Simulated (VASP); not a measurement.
# Pt (P6/mmm) in VASP: further runs, part 2 of 2

VASP 6.6.1. The steps go on from the part before.

## Step 3: Single point, BLYP

This run uses another cell than the first one, of 17.05 Å³/atom.

File INCAR:

```
  PREC = Accurate
  ENCUT = 520
  EDIFF = 1E-6
  ISMEAR = -1
  SIGMA = 0.1
  LREAL = False
  LASPH = True
  NELM = 100
  ALGO = Normal
  ISIF = 2
  LWAVE = False
  LCHARG = False
  GGA = B5
  ALDAX = 1.0
  AGGAX = 1.0
  AGGAC = 1.0
  ALDAC = 0.0
  NBANDS = 22
```

File KPOINTS:

```
Automatic mesh
0
Gamma
  10 10 15
```

File POSCAR:

```
Pt
1.0
    4.6313162671      0.0000000000      0.0000000000
   -2.3156581336      4.0108375403      0.0000000000
    0.0000000000      0.0000000000      2.7542428213
Pt
3
Direct
    1.0000000000      1.0000000000      0.0000000000
    0.3333333333      0.6666666667      0.5000000000
    0.6666666667      0.3333333333      0.5000000000
```

Potentials or basis: VASP PAW PBE potentials, release 64 (Pt).

On the command line:

```sh
$ cat potpaw_PBE.64/Pt/POTCAR > POTCAR
$ mpirun -np 1 vasp_std > vasp.out
```

OUTCAR:

```text
PREC = Accurate
   ENCUT = 520
   EDIFF = 1E-6
   ISMEAR = -1
   LREAL = False
   LASPH = True
   NELM = 100
   ISIF = 2
   GGA = B5

 ion  position               nearest neighbor table
   1  0.000  0.000  0.000-   2 3.01   3 3.01   2 3.01   3 3.01   3 3.01   3 3.01   2 3.01   2 3.01
                             3 3.01   3 3.01   2 3.01   2 3.01
   2  0.333  0.667  0.500-   3 2.67   3 2.67   3 2.67   1 3.01   1 3.01   1 3.01   1 3.01   1 3.01
                             1 3.01
   3  0.667  0.333  0.500-   2 2.67   2 2.67   2 2.67   1 3.01   1 3.01   1 3.01   1 3.01   1 3.01
                             1 3.01

  LATTYP: Found a hexagonal cell.
 ALAT       =     4.6313162671
 C/A-ratio  =     0.5946997921

  Lattice vectors:

 A1 = (   4.6313162671,   0.0000000000,   0.0000000000)
 A2 = (  -2.3156581336,   4.0108375403,   0.0000000000)
 A3 = (   0.0000000000,   0.0000000000,   2.7542428213)

Analysis of symmetry for initial positions (statically):
=====================================================================
 Subroutine PRICEL returns:
 Original cell was already a primitive cell.

 Routine SETGRP: Setting up the symmetry group for a
 hexagonal supercell.

 Subroutine GETGRP returns: Found 24 space group operations
 (whereof 24 operations were pure point group operations)
 out of a pool of 24 trial point group operations.

The static configuration has the point symmetry D_6h.

Analysis of symmetry for dynamics (positions and initial velocities):
=====================================================================
 Subroutine PRICEL returns:
 Original cell was already a primitive cell.

 Routine SETGRP: Setting up the symmetry group for a
 hexagonal supercell.

 Subroutine GETGRP returns: Found 24 space group operations
 (whereof 24 operations were pure point group operations)
 out of a pool of 24 trial point group operations.

The dynamic configuration has the point symmetry D_6h.

[... 116 lines left out ...]
   EFERMI_NEDOS =   21; number of points for ismear=-14 and -15
   IALGO  =     38    algorithm
   IMIX   =      4    mixing-type and parameters
     AMIX     =   0.40;   BMIX     =  1.00
     AMIX_MAG =   1.60;   BMIX_MAG =  1.00
  volume/ion in A,a.u.               =      17.05       115.08
  Fermi-wavevector in a.u.,A,eV,Ry     =   1.370255  2.589406 25.546275  1.877598
  Thomas-Fermi vector in A             =   2.496057
   LORBIT       =      0    0 simple, 1 ext, 2 COOP (PROOUT), +10 PAW based schemes
   GGA     = B5    functional components
   LHFCALC =     F    Hartree Fock is set to
   AEXX    =    0.0000 exact exchange contribution
   IVDW    =     0    specifies the selected vdW correction
   LEPSILON=     F    determine dielectric tensor
   LRPA    =     F    only Hartree local field effects (RPA)
 non-spin polarized calculation
  energy-cutoff  :      520.00
  volume of cell :       51.16
 maximum number of plane-waves:      1408
 NGX is ok and might be reduce to    36
   NGX = 17   NGY = 17   NGZ = 11

 number of electron      29.9999995 magnetization

 Free energy of the ion-electron system (eV)
  ---------------------------------------------------
  ext. energy  EPLUGINS =         0.00000000
  ---------------------------------------------------
  free energy    TOTEN  =       -14.77876520 eV

  energy without entropy =      -14.60263530  energy(sigma->0) =      -14.69070025

 E-fermi :   9.5854     XC(G=0): -12.0736

 val. band max:        9.5848410532   @ k =   0.3000   0.3000   0.0000
 cond. band min:       9.5924607079   @ k =   0.4000  -0.0000   0.0667
 fundamental gap:      0.0076196547
 Fermi energy:         9.5853769767

 k-point     1 :       0.0000    0.0000    0.0000
  band No.  band energies     occupation
      1       0.8579      2.00000
      2       3.9648      2.00000
      3       5.2793      2.00000
      4       5.9510      2.00000
      5       6.0311      2.00000
      6       6.0311      2.00000
[... 589 lines left out ...]
     21      23.0647      0.00000
     22      23.5550      0.00000

 [... further k-points ...]

------------------------ aborting loop because EDIFF is reached ----------------------------------------

  FORCE on cell =-STRESS in cart. coord.  units (eV):
  Direction    XX          YY          ZZ          XY          YZ          ZX
  --------------------------------------------------------------------------------------
  -------------------------------------------------------------------------------------
  Total        0.2805962      0.2805962      0.3383337     -0.0000000      0.0000000      0.0000000
  in kB        8.7872027      8.7872027     10.5953203     -0.0000000      0.0000000      0.0000000
  external PRESSURE =       9.3899086 kB  Pullay stress =       0.0000000 kB

 VOLUME and BASIS-vectors are now :
 -----------------------------------------------------------------------------
  energy-cutoff  :      520.00
  volume of cell :       51.16
      direct lattice vectors                 reciprocal lattice vectors
     4.631316267  0.000000000  0.000000000     0.215921337  0.124662242  0.000000000
    -2.315658134  4.010837540  0.000000000     0.000000000  0.249324484  0.000000000
     0.000000000  0.000000000  2.754242821     0.000000000  0.000000000  0.363076194

 POSITION                                       TOTAL-FORCE (eV/Angst)
 -----------------------------------------------------------------------------------
      0.00000      0.00000      0.00000         0.000000      0.000000      0.000000
     -0.00000      2.67389      1.37712        -0.000000      0.000000      0.000000
      2.31566      1.33695      1.37712         0.000000     -0.000000      0.000000
 -----------------------------------------------------------------------------------
    total drift:                                0.000000      0.000000     -0.000000

  FREE ENERGIE OF THE ION-ELECTRON SYSTEM (eV)
  ---------------------------------------------------
  free  energy   TOTEN  =       -14.7787652031 eV

  energy  without entropy=      -14.6026352961  energy(sigma->0) =      -14.69070025
```

OSZICAR:

```text
N       E                     dE             d eps       ncg     rms          rms(c)
DAV:   1     0.170934065852E+03    0.17093E+03   -0.15020E+04  4984   0.128E+03
DAV:   2    -0.117311289074E+02   -0.18267E+03   -0.16976E+03  5564   0.278E+02
DAV:   3    -0.158235233277E+02   -0.40924E+01   -0.40302E+01  5582   0.415E+01
DAV:   4    -0.158525463129E+02   -0.29023E-01   -0.29015E-01  5630   0.378E+00
DAV:   5    -0.158529199691E+02   -0.37366E-03   -0.37364E-03  5792   0.459E-01    0.157E+01
DAV:   6    -0.148756282289E+02    0.97729E+00   -0.23309E+00  5198   0.116E+01    0.823E+00
DAV:   7    -0.150430635285E+02   -0.16744E+00   -0.20468E+00  5378   0.105E+01    0.606E+00
DAV:   8    -0.147816174836E+02    0.26145E+00   -0.76020E-01  5204   0.843E+00    0.268E+00
DAV:   9    -0.147825412600E+02   -0.92378E-03   -0.44335E-02  5626   0.156E+00    0.580E-01
DAV:  10    -0.147787790153E+02    0.37622E-02   -0.15748E-02  5336   0.108E+00    0.114E-01
DAV:  11    -0.147787796000E+02   -0.58465E-06   -0.51589E-04  5444   0.187E-01    0.810E-02
DAV:  12    -0.147787657843E+02    0.13816E-04   -0.10365E-04  5690   0.901E-02    0.152E-02
DAV:  13    -0.147787652031E+02    0.58113E-06   -0.38432E-06  4752   0.180E-02
   1 F= -.14778765E+02 E0= -.14690700E+02  d E =-.176130E+00
```

Run time: 81 s. Hardware: 1 thread of AMD EPYC 7R13 (Zen 3), shared host; peak memory 0.21 GiB.

What came out:

```
Free energy            : -14.7788 eV
Pressure               : 0.9 GPa
Band gap on the k mesh : zero (bands 15 and 16 overlap by 1.15 eV)
```

Stress tensor (GPa, compression positive):
```
0.88 0.00 0.00
0.00 0.88 0.00
0.00 0.00 1.06
```

Caveat: the PAW data sets were made with another functional, which shifts forces and pressure a little; spin-orbit coupling is left out, which moves the levels of the heavy elements.

## Step 4: Relaxation of cell and atoms, BLYP

This run uses another cell than the first one, of 15.09 Å³/atom.

File INCAR:

```
SYSTEM = Pt
PREC = Accurate
ENCUT = 600
EDIFF = 1E-6
ISMEAR = -1
SIGMA = 0.1
LREAL = .FALSE.
LASPH = .TRUE.
NELM = 80
ALGO = Normal
ISIF = 3
LWAVE = .FALSE.
LCHARG = .FALSE.
GGA = B5
ALDAX = 1.0
AGGAX = 1.0
AGGAC = 1.0
ALDAC = 0.0
IBRION = 2
NSW = 80
EDIFFG = -0.01
```

File KPOINTS:

```
Automatic mesh
0
G
  8 8 12
  0 0 0
```

File POSCAR:

```
Pt
1.0
    4.4020276304      0.0000000000      0.0000000000
   -2.2010138152      3.8122677561      0.0000000000
    0.0000000000      0.0000000000      2.6984429374
Pt
3
Direct
    0.0000000000      0.0000000000      0.0000000000
    0.3333333333      0.6666666667      0.5000000000
    0.6666666667      0.3333333333      0.5000000000
```

On the command line:

```sh
$ cat potpaw_PBE.64/Pt/POTCAR > POTCAR
$ mpirun -np 1 vasp_std > vasp.out
```

Wall time 5.7 min (1 thread of AMD EPYC 7R13 (Zen 3), shared host); peak memory 0.2 GiB.

The run converged. Its results:

```yaml
Free_energy: -14.7846 eV
Relaxed_volume: 17.14 Å³/atom
Relaxed_cell: a = 4.639 Å, b = 4.639 Å, c = 2.759 Å, α = 90.00°, β = 90.00°, γ = 120.00°
Space_group_after_relaxing_to_0.1_Å: P6/mmm (No. 191)
Energy_gained_by_relaxing: 198.9 meV/atom
Ionic_steps: 9
Pressure_after_relaxing: 0.0 GPa
Band_gap_on_the_k_mesh: zero (bands 15 and 16 overlap by 1.22 eV)
```

Step by step:
```csv
step,energy change (eV),largest force (eV/Å),pressure (GPa),volume (Å³)
1,0.0000,0.0000,34.06,45.28
2,1.3161,0.0000,-23.54,69.69
3,-0.5831,0.0000,-3.11,52.33
4,-0.5902,0.0000,-0.99,51.70
5,-0.5907,0.0000,-0.27,51.50
6,-0.5966,0.0000,0.20,51.36
7,-0.5967,0.0000,0.14,51.37
8,-0.5967,0.0000,-0.17,51.46
9,-0.5967,0.0000,0.01,51.41
```

Final structure:
```yaml
crystal:
  lattice:
    - [4.63855, 0.00000, 0.00000]
    - [-2.31928, 4.01710, 0.00000]
    - [0.00000, 0.00000, 2.75890]
  atoms:
    - { symbol: Pt, position: [0.00000, 0.00000, 0.00000] }
    - { symbol: Pt, position: [0.33333, 0.66667, 0.50000] }
    - { symbol: Pt, position: [0.66667, 0.33333, 0.50000] }
```

Levels at points of the mesh, in eV from the Fermi level:
| k point | band 13 | band 14 | band 15 | band 16 | band 17 | band 18 |
| --- | --- | --- | --- | --- | --- | --- |
| (0.00, 0.00, 0.00) | -1.58 | -1.58 | 0.26 | 0.26 | 4.52 | 5.43 |
| (0.50, 0.00, 0.00) | -0.31 | -0.30 | -0.24 | -0.23 | 0.29 | 0.54 |
| (0.00, 0.00, 0.50) | -0.17 | -0.17 | 0.99 | 2.21 | 2.56 | 7.74 |
| (0.50, 0.00, 0.50) | -0.40 | 0.11 | 0.60 | 2.29 | 2.62 | 5.01 |

Caveat: the PAW data sets were made with another functional, which shifts forces and pressure a little; spin-orbit coupling is left out, which moves the levels of the heavy elements.

## Step 5: Overview

```tsv
task	cell	k mesh	cutoff (eV)	gap on the mesh (eV)	pressure (GPa)
single point	a = 4.810, b = 4.810, c = 2.860 Å, angles 90.0, 90.0, 120.0°, 3 atoms	9 × 9 × 13	520	none	-14.8
single point	a = 4.631, b = 4.631, c = 2.754 Å, angles 90.0, 90.0, 120.0°, 3 atoms	10 × 10 × 15	520	none	0.9
relaxation of cell and atoms	relaxed from a = 4.402, b = 4.402, c = 2.698 Å, angles 90.0, 90.0, 120.0°, 3 atoms	8 × 8 × 12	600	none	0.0
```

Alike in all rows: level BLYP; potentials or basis VASP PAW PBE potentials, release 64 (Pt); no spin polarisation; smearing fermi-dirac 0.1 eV.

Caveats: the PAW data sets were made with another functional, which shifts forces and pressure a little; spin-orbit coupling is left out, which moves the levels of the heavy elements; the cell stands under tension (at least some runs).

Total energies depend on the potentials used, so only differences within one code and one set of settings carry meaning.
